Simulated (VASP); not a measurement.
Here is a VASP 6.6.1 calculation.

INCAR

```
  ALGO = Normal
  EDIFF = 1E-6
  EDIFFG = -0.04
  ENCUT = 600
  GGA = PE
  IBRION = 2
  ISIF = 3
  ISMEAR = 0
  LASPH = True
  LCHARG = False
  LREAL = False
  LWAVE = False
  NELM = 100
  NSW = 90
  PREC = Accurate
  SIGMA = 0.1
```

Contents of KPOINTS:

```
k-points
0
Gamma
  4 4 4
```

The input POSCAR:

```
MgSnO4
1.0
    4.5117032000      0.0000000000      0.0000000000
    0.0000000000      4.5117032000      0.0000000000
    0.0000000000      0.0000000000      4.2980028500
Mg Sn O
1 1 4
Direct
    0.5000000000      0.5000000000      0.5000000000
    0.0000000000      0.0000000000      0.5000000000
    0.0000000000      0.5000000000      0.2000788000
    0.5000000000      0.0000000000      0.7999212000
    0.0000000000      0.5000000000      0.7999212000
    0.5000000000      0.0000000000      0.2000788000
```

Potentials or basis: VASP PAW PBE potentials, release 64 (Mg, Sn_d, O).

The run is started by

```bash
$ cat potpaw_PBE.64/Mg/POTCAR potpaw_PBE.64/Sn_d/POTCAR potpaw_PBE.64/O/POTCAR > POTCAR
$ mpirun -np 1 vasp_std > vasp.out
```

**Question.** Estimate the band gap on the k mesh.

**Answer.** Zero (bands 20 and 21 overlap by 3.33 eV).

**Question.** Predict the relaxed volume.

**Answer.** 11.34 Å³/atom.

**Question.** Estimate the space group after relaxing (to 0.1 Å).

**Answer.** P4/mmm (No. 123).

Step by step:
```
step  energy change (eV)  largest force (eV/Å)  pressure (GPa)  volume (Å³)
   1              0.0000                0.2125          -16.48        87.49
   2             -0.8925                1.2215            5.95        69.76
   3             -0.9811                0.7712           -1.02        73.16
   4             -1.1341                1.2276           -0.85        71.28
   5             -1.5822                0.2627            6.28        65.77
   6             -1.6613                0.1177            3.61        66.78
   7             -1.6998                0.4532            1.86        67.76
   8             -1.7005                0.5366            1.61        68.03
   9             -1.7433                0.1106           -1.29        69.06
  10             -1.7437                0.0739           -1.59        69.15
  11             -1.7519                0.0526           -0.70        68.45
  12             -1.7578                0.0275            1.80        66.82
  13             -1.7587                0.0109            0.66        67.46
  14             -1.7591                0.0005            1.00        67.26
  15             -1.7623                0.0804            1.26        67.06
  16             -1.7623                0.0880            1.29        67.04
  17             -1.7651                0.0990            0.70        67.33
  18             -1.7674                0.1253           -0.53        67.99
  19             -1.7689                0.0702           -0.39        68.02
  20             -1.7697                0.0088           -0.18        68.07
```

Caveat: the k points lie up to 0.39 Å⁻¹ apart in the final cell, too coarse for converged energies and pressures of a metal; the volume moved by over 15 % at a fixed basis, so the end points are rough; spin-orbit coupling is left out, which moves the levels of the heavy elements.
